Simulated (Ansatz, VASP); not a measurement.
# Two plane-wave programs on Mo

```
CELL_PARAMETERS angstrom
-1.39321 1.70926 1.63823
1.39321 -1.70926 1.63823
1.39321 1.70926 -1.63823
ATOMIC_POSITIONS crystal
Mo 0.00000 0.00000 0.00000
```

Change from the starting cell: strain +e along x and -e along y -0.1000, strain +e along z and -e/2 along x and y +0.0367.

Alike in both runs: task single point; functional PBE; k mesh 20 × 20 × 20; occupations gaussian, width 0.15 eV; no spin polarisation.

|  | VASP | Ansatz |
| --- | --- | --- |
| version | VASP 6.6.1 | Ansatz 0.2.0 |
| potentials or method | VASP PAW PBE potentials, release 64 (Mo_sv), cutoff 520 eV | scalar-relativistic, plane waves, PAW |
| valence electrons in the cell | 14 | 14 |

|  | VASP | Ansatz | Ansatz less VASP |
| --- | --- | --- | --- |
| gap on the k mesh at the Fermi level (eV) | none | none | - |
| pressure (GPa) | 7.5 | 7.0 | -0.50 |
| traceless stress, the component that is largest in VASP (GPa) | 21.74 | 21.71 | -0.030 |

A gap of «none» marks a metal or a gap that the smearing closes.
